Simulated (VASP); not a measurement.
# Br2 in VASP: single point with BLYP

Aim: the single point of Br2 with BLYP.

Program: VASP 6.6.1. These are calculated values, not measurements. Logs are shortened: lines on timing, memory, paths and dates and some standing lists are left out, and cuts for length are marked.

### Step 1. The cell of the first run

The cell holds a molecule in a box, 2 atoms: a = 12.000 Å, b = 12.300 Å, c = 12.600 Å, α = 90.00°, β = 90.00°, γ = 90.00°.

### Step 2. Single point, BLYP

INCAR reads:

```
SYSTEM = Br
PREC     = Accurate       ! precision mode
ENCUT    = 520            ! plane-wave cutoff, eV
EDIFF    = 1E-6           ! SCF threshold, eV
ISMEAR   = -1             ! smearing method
SIGMA    = 0.01           ! smearing width, eV
LREAL    = .False.        ! projectors in reciprocal space
LASPH    = .True.         ! aspherical terms in the spheres
NELM     = 60             ! most SCF steps
ALGO     = Normal         ! electronic algorithm
ISIF     = 2              ! what is computed and relaxed
LWAVE    = .False.        ! write WAVECAR
LCHARG   = .False.        ! write CHGCAR
GGA      = B5             ! functional
ALDAX    = 1.0          
AGGAX    = 1.0          
AGGAC    = 1.0          
ALDAC    = 0.0          
NBANDS   = 14             ! bands
```

KPOINTS reads:

```
regular mesh
0
Gamma
  1 1 1
  0 0 0
```

POSCAR reads:

```
Br
1.0
   12.0000000000      0.0000000000      0.0000000000
    0.0000000000     12.3000000000      0.0000000000
    0.0000000000      0.0000000000     12.6000000000
Br
2
Direct
    0.5000000000      0.5000000000      0.4069999171
    0.5000000000      0.5000000000      0.5930000829
```

Potentials or basis: VASP PAW PBE potentials, release 64 (Br).

Launch:

```console
> cat potpaw_PBE.64/Br/POTCAR > POTCAR
> mpirun -np 1 vasp_gam > vasp.out
```

OUTCAR:

```text
SYSTEM = Br
   PREC = Accurate
   ENCUT = 520
   EDIFF = 1E-6
   ISMEAR = -1
   LREAL = .False.
   LASPH = .True.
   NELM = 60
   ISIF = 2
   GGA = B5

 ion  position               nearest neighbor table
   1  0.500  0.500  0.407-   2 2.34
   2  0.500  0.500  0.593-   1 2.34

  LATTYP: Found a simple orthorhombic cell.
 ALAT       =    12.0000000000
 B/A-ratio  =     1.0250000000
 C/A-ratio  =     1.0500000000

  Lattice vectors:

 A1 = (  12.0000000000,   0.0000000000,   0.0000000000)
 A2 = (   0.0000000000,  12.3000000000,   0.0000000000)
 A3 = (   0.0000000000,   0.0000000000,  12.6000000000)

Analysis of symmetry for initial positions (statically):
=====================================================================
 Subroutine PRICEL returns:
 Original cell was already a primitive cell.

 Routine SETGRP: Setting up the symmetry group for a
 simple orthorhombic supercell.

 Subroutine GETGRP returns: Found  8 space group operations
 (whereof  8 operations were pure point group operations)
 out of a pool of  8 trial point group operations.

The static configuration has the point symmetry D_2h.

Analysis of symmetry for dynamics (positions and initial velocities):
=====================================================================
 Subroutine PRICEL returns:
 Original cell was already a primitive cell.

 Routine SETGRP: Setting up the symmetry group for a
 simple orthorhombic supercell.

 Subroutine GETGRP returns: Found  8 space group operations
 (whereof  8 operations were pure point group operations)
 out of a pool of  8 trial point group operations.

The dynamic configuration has the point symmetry D_2h.

 Subroutine INISYM returns: Found  8 space group operations
 (whereof  8 operations are pure point group operations),
 and found     1 'primitive' translations

----------------------------------------------------------------------------------------

                                     Primitive cell

  volume of cell :    1859.7600

  direct lattice vectors                    reciprocal lattice vectors
    12.000000000  0.000000000  0.000000000     0.083333333  0.000000000  0.000000000
     0.000000000 12.300000000  0.000000000     0.000000000  0.081300813  0.000000000
     0.000000000  0.000000000 12.600000000     0.000000000  0.000000000  0.079365079

  length of vectors
    12.000000000 12.300000000 12.600000000     0.083333333  0.081300813  0.079365079

  position of ions in fractional coordinates (direct lattice)
     0.500000000  0.500000000  0.406999917
     0.500000000  0.500000000  0.593000083

  ion indices of the primitive-cell ions
   primitive index   ion index
                 1           1
                 2           2

----------------------------------------------------------------------------------------

 KPOINTS: regular mesh

Automatic generation of k-mesh.
 Grid dimensions read from file:
 generate k-points for:    1    1    1

 Generating k-lattice:

  Cartesian coordinates                     Fractional coordinates (reciprocal lattice)
     0.083333333  0.000000000  0.000000000     1.000000000  0.000000000  0.000000000
     0.000000000  0.081300813  0.000000000     0.000000000  1.000000000  0.000000000
     0.000000000  0.000000000  0.079365079     0.000000000  0.000000000  1.000000000

  Length of vectors
     0.083333333  0.081300813  0.079365079

  Shift w.r.t. Gamma in fractional coordinates (k-lattice)
     0.000000000  0.000000000  0.000000000

 Subroutine IBZKPT returns following result:
 ===========================================

 Found      1 irreducible k-points:

 Following reciprocal coordinates:
            Coordinates               Weight
  0.000000  0.000000  0.000000      1.000000
   k-points           NKPTS =      1   k-points in BZ     NKDIM =      1   number of bands    NBANDS=     14
   number of dos      NEDOS =    301   number of ions     NIONS =      2
   total plane-waves  NPLWV = 829440
   dimension x,y,z NGX =    90 NGY =   96 NGZ =   96
   dimension x,y,z NGXF=   180 NGYF=  192 NGZF=  192
   ions per type =               2
   NGX,Y,Z   is equivalent  to a cutoff of  12.47, 12.98, 12.67 a.u.
   NGXF,Y,Z  is equivalent  to a cutoff of  24.94, 25.95, 25.33 a.u.
 SYSTEM =  Br
   PREC   = accura    normal or accurate (medium, high low for compatibility)
   ISTART =      0    job   : 0-new  1-cont  2-samecut
   ICHARG =      2    charge: 1-file 2-atom 10-const
   ISPIN  =      1    spin polarized calculation?
   LNONCOLLINEAR =      F non collinear calculations
   LSORBIT =      F    spin-orbit coupling
   LASPH  =      T    aspherical Exc in radial PAW
   ENCUT  =  520.0 eV  38.22 Ry    6.18 a.u.  22.31 22.87 23.43*2*pi/ulx,y,z
   NELM   =     60;   NELMIN=  2; NELMDL= -5     # of ELM steps
   EDIFF  = 0.1E-05   stopping-criterion for ELM
   LREAL  =      F    real-space projection
   EDIFFG = 0.1E-04   stopping-criterion for IOM
   NSW    =      0    number of steps for IOM
   IBRION =     -1    ionic relax: 0-MD 1-quasi-New 2-CG
   NFREE  =      0    steps in history (QN), initial steepest desc. (CG)
   ISIF   =      2    stress and relaxation
   ISYM   =      2    0-nonsym 1-usesym 2-fastsym
   POTIM  = 0.5000    time-step for ionic-motion
   TEBEG  =    0.0;   TEEND  =   0.0 temperature during run
   PSTRESS=    0.0 pullay stress
   NELECT =      14.0000    total number of electrons
   NUPDOWN=      -1.0000    fix difference up-down
   EMIN   =  10.00;   EMAX   =-10.00  energy-range for DOS
   EFERMI =   0.00;   METHOD = LEGACY
   ISMEAR =    -1;   SIGMA  =   0.01  broadening in eV -4-tet -1-fermi 0-gaus
   EFERMI_NEDOS =   21; number of points for ismear=-14 and -15
   IALGO  =     38    algorithm
   IMIX   =      4    mixing-type and parameters
     AMIX     =   0.40;   BMIX     =  1.00
     AMIX_MAG =   1.60;   BMIX_MAG =  1.00
  volume/ion in A,a.u.               =     929.88      6275.14
  Fermi-wavevector in a.u.,A,eV,Ry     =   0.320847  0.606314  1.400625  0.102943
  Thomas-Fermi vector in A             =   1.207823
   LORBIT       =      0    0 simple, 1 ext, 2 COOP (PROOUT), +10 PAW based schemes
   GGA     = B5    functional components
   LHFCALC =     F    Hartree Fock is set to
   AEXX    =    0.0000 exact exchange contribution
   IVDW    =     0    specifies the selected vdW correction
   LEPSILON=     F    determine dielectric tensor
   LRPA    =     F    only Hartree local field effects (RPA)
 non-spin polarized calculation
  energy-cutoff  :      520.00
  volume of cell :     1859.76
 maximum number of plane-waves:     25042
 NGX is ok and might be reduce to    90
   NGX = 45   NGY = 45   NGZ = 47

 number of electron      13.9999998 magnetization

 Free energy of the ion-electron system (eV)
  ---------------------------------------------------
  ext. energy  EPLUGINS =         0.00000000
  ---------------------------------------------------
  free energy    TOTEN  =        -2.67280853 eV

  energy without entropy =       -2.67280853  energy(sigma->0) =       -2.67280853

 E-fermi :  -6.2440     XC(G=0):  -0.5723

 val. band max:       -6.5076715790   @ k =   0.0000   0.0000   0.0000
 cond. band min:      -4.5160665574   @ k =   0.0000   0.0000   0.0000
 fundamental gap:      1.9916050216
 Fermi energy:        -6.2439700768

 k-point     1 :       0.0000    0.0000    0.0000
  band No.  band energies     occupation
      1     -21.4309      2.00000
      2     -18.8825      2.00000
      3     -10.3448      2.00000
      4      -8.3461      2.00000
      5      -8.3461      2.00000
      6      -6.5077      2.00000
      7      -6.5077      2.00000
      8      -4.5161      0.00000
      9      -0.3616      0.00000
     10       0.6539      0.00000
     11       0.7093      0.00000
     12       0.8495      0.00000
     13       0.8857      0.00000
     14       0.9063      0.00000

------------------------ aborting loop because EDIFF is reached ----------------------------------------

  FORCE on cell =-STRESS in cart. coord.  units (eV):
  Direction    XX          YY          ZZ          XY          YZ          ZX
  --------------------------------------------------------------------------------------
  -------------------------------------------------------------------------------------
  Total       -0.0083682     -0.0073913      0.0474047      0.0000000      0.0000000      0.0000000
  in kB       -0.0072091     -0.0063676      0.0408390      0.0000000      0.0000000      0.0000000
  external PRESSURE =       0.0090874 kB  Pullay stress =       0.0000000 kB

 VOLUME and BASIS-vectors are now :
 -----------------------------------------------------------------------------
  energy-cutoff  :      520.00
  volume of cell :     1859.76
      direct lattice vectors                 reciprocal lattice vectors
    12.000000000  0.000000000  0.000000000     0.083333333  0.000000000  0.000000000
     0.000000000 12.300000000  0.000000000     0.000000000  0.081300813  0.000000000
     0.000000000  0.000000000 12.600000000     0.000000000  0.000000000  0.079365079

 POSITION                                       TOTAL-FORCE (eV/Angst)
 -----------------------------------------------------------------------------------
      6.00000      6.15000      5.12820         0.000000      0.000000     -0.021669
      6.00000      6.15000      7.47180         0.000000      0.000000      0.021669
 -----------------------------------------------------------------------------------
    total drift:                                0.000000     -0.000000     -0.000000

  FREE ENERGIE OF THE ION-ELECTRON SYSTEM (eV)
  ---------------------------------------------------
  free  energy   TOTEN  =        -2.6728085318 eV

  energy  without entropy=       -2.6728085318  energy(sigma->0) =       -2.67280853
```

Wall time 3.3 min (1 thread of Intel Xeon 6975P-C (Granite Rapids), shared host); peak memory 1.2 GiB.

Results:

| Item | Value |
| --- | --- |
| Free energy | -2.6728 eV |
| Largest force | 0.022 eV/Å |
| Gap between the frontier levels | 1.99 eV |

Forces in eV/Å, atoms in the order of the input:
```
Br   0.000  0.000 -0.022
Br   0.000  0.000  0.022
```

Levels at points of the mesh, in eV from the valence-band top:
```
           k point  band 4  band 5  band 6  band 7  band 8  band 9  band 10  band 11
(0.00, 0.00, 0.00)   -1.84   -1.84    0.00    0.00    1.99    6.15     7.16     7.22
```

Caveat: the PAW data sets were made with another functional, which shifts forces and pressure a little.
